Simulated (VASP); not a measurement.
Runs of VASP 6.6.1 on ZrB. The structure is that of space group F-43m (No. 216), or close to it. The cells are those of the table. 

```csv
task,cell,k mesh,cutoff (eV),gap on the mesh (eV),pressure (GPa),relaxed volume (Å³/atom)
relaxation of cell and atoms,"relaxed from a = 3.610 Å, angles 60.0°, 2 atoms",6 × 6 × 6,600,none,0.0,(a)
relaxation of cell and atoms,"relaxed from a = 3.707 Å, angles 60.0°, 2 atoms",14 × 14 × 14,600,none,0.0,17.95
single point,"a = 3.701 Å, angles 60.0°, 2 atoms",14 × 14 × 14,520,none,0.1,-
single point,"a = 3.707 Å, angles 60.0°, 2 atoms",6 × 6 × 6,520,none,0.1,-
```

Alike in all rows: level PBEsol; potentials or basis VASP PAW PBE potentials, release 64 (Zr_sv, B); no spin polarisation; smearing gaussian 0.1 eV.

**Question.** Fill in the values left out.

**Answer.** (a) 18.02.

Caveats: the PAW data sets were made with another functional, which shifts forces and pressure a little.

A k mesh can miss the band edges, and the runs leave out spin-orbit coupling on Zr.

A gap of «none» marks levels without a gap at the run's occupations.
